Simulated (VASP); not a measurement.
Input of a VASP 6.6.1 run:

The input INCAR:

```
PREC = Accurate
ENCUT = 520
EDIFF = 1E-6
ISMEAR = -1
SIGMA = 0.05
LREAL = F
LASPH = T
NELM = 60
ALGO = Normal
ISIF = 2
LWAVE = F
LCHARG = T
GGA = VW
LELF = T
LVHAR = T
NBANDS = 64
```

Contents of KPOINTS:

```
Automatic mesh
0
Gamma
  4 8 2
```

The input POSCAR:

```
Te2Mo
1.0
    6.2961719770      0.0000000000      0.0492740369
    0.0000000000      3.4427186468      0.0000000000
   -0.8340978623      0.0000000000     13.2816281182
Te Mo
8 4
Direct
    0.9416989424      0.7500000000      0.6051159443
    0.0583010576      0.2500000000      0.3948840557
    0.9078080802      0.2500000000      0.8467715283
    0.0921919198      0.7500000000      0.1532284717
    0.4157181952      0.7500000000      0.8951746231
    0.5842818048      0.2500000000      0.1048253769
    0.4385362638      0.2500000000      0.6528548598
    0.5614637362      0.7500000000      0.3471451402
    0.8180844344      0.7500000000      0.9925616733
    0.1819155656      0.2500000000      0.0074383267
    0.6802477407      0.2500000000      0.4935694806
    0.3197522593      0.7500000000      0.5064305194
```

Potentials or basis: VASP PAW PBE potentials, release 64 (Te, Mo_sv).

Command:

```console
$ cat potpaw_PBE.64/Te/POTCAR potpaw_PBE.64/Mo_sv/POTCAR > POTCAR
$ mpirun -np 1 vasp_std > vasp.out
```

(1) Estimate the largest force.

(2) Predict the pressure.

(3) Estimate the band gap on the k mesh.

Answers

(1) 0.051 eV/Å.

(2) 0.2 GPa.

(3) zero (bands 52 and 53 overlap by 0.51 eV).

Caveat: the PAW data sets were made with another functional, which shifts forces and pressure a little; spin-orbit coupling is left out, which moves the levels of the heavy elements.
